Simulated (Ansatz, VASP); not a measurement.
# AlNi in VASP and in Ansatz

```
Al Ni
1.0
     2.51679    0.00000    0.00000
     0.00000    2.51679    0.00000
     0.00000    0.00000    3.77518
Al Ni
1 1
Direct
  0.00000 0.00000 0.00000
  0.50000 0.50000 0.50000
```

Alike in both runs: task single point; functional PBEsol; k mesh 18 × 18 × 18; occupations gaussian, width 0.15 eV; no spin polarisation.

|  | VASP | Ansatz |
| --- | --- | --- |
| version | VASP 6.6.1 | Ansatz 0.2.0 |
| potentials or method | VASP PAW PBE potentials, release 64 (Al, Ni), cutoff 520 eV | scalar-relativistic, plane waves, PAW |
| valence electrons in the cell | 13 | 21 |

```tsv
	VASP	Ansatz	Ansatz less VASP
gap on the k mesh at the Fermi level (eV)	none	none	-
pressure (GPa)	0.5	0.5	-0.01
traceless stress, the component that is largest in VASP (GPa)	-19.95	-19.90	+0.050
```

VASP's potentials were made for PBE, not for PBEsol. A gap of «none» marks a metal or a gap that the smearing closes. With one functional, cell and mesh, what is left measures potentials, basis and numerics. VASP's potentials hold 13 valence electrons a cell and Ansatz's 21, so a difference there can come from the potentials and not from the codes.
